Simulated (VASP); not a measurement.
Write the native input for VASP 6.6.1 that does the following.

```
Task                   : single point
Functional             : PBE
Dispersion             : D3(BJ)
Potentials or basis    : VASP PAW PBE potentials, release 64 (C)
Cutoff                 : 520 eV
k mesh                 : 22 × 22 × 8
Occupations            : gaussian, width 0.15 eV
Spin                   : no spin polarisation
Dipole correction      : no
Further INCAR settings : ALGO = Normal; EDIFF = 1e-06; NBANDS = 16
```

The structure of C lies in POSCAR:

```
C
1.0
    1.2327689981     -2.1021339249      0.0000000000
    1.2327689981      2.1021339249      0.0000000000
    0.0000000000      0.0000000000      6.7989836842
C
4
Direct
    0.0833101797      0.9166898203      0.7500000000
    0.5833101797      0.4166898203      0.2500000000
    0.9166898203      0.0833101797      0.2500000000
    0.4166898203      0.5833101797      0.7500000000
```

This cell differs from its parent crystal: strain -0.0150 x Voigt [0, 1, 0, 0, 0, 0].

One way to write it, as run:

INCAR

```
PREC     = Accurate       # precision mode
ENCUT    = 520            # plane-wave cutoff, eV
EDIFF    = 1E-6           # SCF threshold, eV
ISMEAR   = 0              # smearing method
SIGMA    = 0.15           # smearing width, eV
LREAL    = False          # projectors in reciprocal space
LASPH    = True           # aspherical terms in the spheres
NELM     = 100            # most SCF steps
ALGO     = Normal         # electronic algorithm
ISIF     = 2              # what is computed and relaxed
LWAVE    = False          # write WAVECAR
LCHARG   = True           # write CHGCAR
GGA      = PE             # functional
IVDW     = 12             # dispersion correction
LELF     = True           # ELF
LVHAR    = True         
NBANDS   = 16             # bands
```

KPOINTS

```
regular mesh
0
Gamma
  22 22 8
```

Potentials or basis: VASP PAW PBE potentials, release 64 (C).

Run with:

```console
$ cat potpaw_PBE.64/C/POTCAR > POTCAR
$ mpirun -np 1 vasp_std > vasp.out
```

Results of the run:

```json
{
 "Pressure": "7.3 GPa",
 "Largest force": "0.203 eV/Å",
 "Band gap on the k mesh": "zero (bands 8 and 9 overlap by 0.02 eV)",
 "Dispersion energy per atom": "-0.154 eV"
}
```

Caveat: the cell differs from its parent crystal (strain -0.0150 x Voigt [0, 1, 0, 0, 0, 0]); the stress differs along the axes, from -0 to 18 GPa.

It took 8.3 min on 1 thread of AMD EPYC 7R13, on a shared host, peak memory 0.37 GiB.
